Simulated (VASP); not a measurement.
A run of VASP 6.6.1:

INCAR

```
SYSTEM = Ir
ALGO = Normal ; EDIFF = 1E-7
ENCUT = 520 ; GGA = PE
ISIF = 2 ; ISMEAR = -1
LASPH = .True. ; LCHARG = .False.
LREAL = .False. ; LWAVE = .False.
NBANDS = 26 ; NELM = 100
PREC = Accurate ; SIGMA = 0.1
```

Contents of KPOINTS:

```
k-points
0
Gamma
  8 6 4
  0 0 0
```

Contents of POSCAR:

```
Ir
1.0
    4.2040850000      0.0000000000      0.0000000000
    0.0000000000      5.6382940000      0.0000000000
    0.0000000000      0.0000000000      9.3472920000
Ir
4
Direct
    0.6348000000      0.0205000000      0.2500000000
    0.3652000000      0.9795000000      0.7500000000
    0.1348000000      0.4795000000      0.7500000000
    0.8652000000      0.5205000000      0.2500000000
```

Potentials or basis: VASP PAW PBE potentials, release 64 (Ir).

Launch:

```sh
$ cat potpaw_PBE.64/Ir/POTCAR > POTCAR
$ mpirun -np 1 vasp_std > vasp.out
```

Hardware: 1 thread of AMD EPYC 7R43 64-Core Processor (Zen 3), on a shared host.

Question: Estimate the wall time of this run.

Answer: Run time: 4.7 min on 1 thread of AMD EPYC 7R43 64-Core Processor (Zen 3), with other jobs on the host, peak memory 0.42 GiB. Counts: scf iterations 14, k points 60.
